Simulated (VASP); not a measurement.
Crystal: B.

```xyz
6
Lattice="1.3179 -2.2827 0.0000 1.3179 2.2827 0.0000 0.0000 0.0000 6.2513" Properties=species:S:1:pos:R:3 pbc="T T T"
B     0.6590    1.1413    2.0838
B     0.6590   -1.1413    4.1675
B     0.6590   -1.1413    1.0419
B     0.6590    1.1413    5.2094
B     0.0000    0.0000    3.1257
B     1.3179    0.0000    0.0000
```

The cell was generated, and may not be a known phase.

```yaml
Program: VASP 6.6.1
Task: relaxation of cell and atoms
Functional: PBE
Potentials_or_basis: VASP PAW PBE potentials, release 64 (B)
Cutoff: 600 eV
k_mesh: 6 × 6 × 4
Occupations: gaussian, width 0.1 eV
Spin: no spin polarisation
```

At the start: pressure 52.8 GPa; volume 6.27 Å³/atom.

**Question.** Where does the relaxation end?

**Answer.** Over 30 steps the energy falls by 470.0 meV/atom and the volume is 6.77 Å³/atom (+8.0 %); space group Ccce (No. 68, to 0.1 Å) before and after.

Step by step:
```tsv
step	energy change (eV)	largest force (eV/Å)	pressure (GPa)	volume (Å³)
1	0.0000	0.0585	52.77	37.61
2	-0.9014	0.1942	-15.95	50.00
3	-1.1416	0.1630	-0.12	45.48
4	-1.1413	0.1640	-0.85	45.65
5	-1.1658	0.2819	-0.95	45.67
6	-1.3223	0.8505	-2.26	45.69
7	-1.7673	1.1743	-5.32	45.56
8	-2.1221	0.6549	-11.41	44.73
9	-2.1379	0.8683	-9.40	45.07
10	-2.1453	0.8481	-9.48	45.02
11	-2.1625	0.7799	-9.71	44.89
12	-2.1764	0.6176	-10.24	44.62
13	-2.1988	0.5656	-9.72	44.45
14	-2.2597	0.4013	-8.04	43.96
15	-2.3471	0.0262	-4.19	42.97
16	-2.3604	0.7078	5.26	41.03
17	-2.3811	0.4269	0.90	41.86
18	-2.4091	0.5246	1.03	41.74
19	-2.4851	0.5548	1.79	41.36
20	-2.6562	0.7282	3.74	40.56
21	-2.6347	1.0100	10.95	38.76
22	-2.7215	0.9014	6.54	39.62
23	-2.7704	0.6209	3.81	39.91
24	-2.7874	0.3774	1.96	40.14
25	-2.7877	0.3070	1.54	40.19
26	-2.8077	0.1627	0.94	40.35
27	-2.8190	0.0190	0.27	40.56
28	-2.8194	0.0491	0.16	40.61
29	-2.8194	0.0577	0.13	40.62
30	-2.8200	0.0294	0.05	40.64
```

Final structure:
```
B
1.0
     1.05323   -2.78805    0.00000
     1.05323    2.78805    0.00000
     0.00000    0.00000    6.91974
B
6
Direct
  0.00000 0.50000 0.35613
  0.50000 0.00000 0.64387
  0.50000 0.00000 0.14387
  0.00000 0.50000 0.85613
  0.00000 0.00000 0.50000
  0.50000 0.50000 0.00000
```

Caveat: the k points lie up to 0.53 Å⁻¹ apart in the final cell, too coarse for converged energies and pressures of a metal.
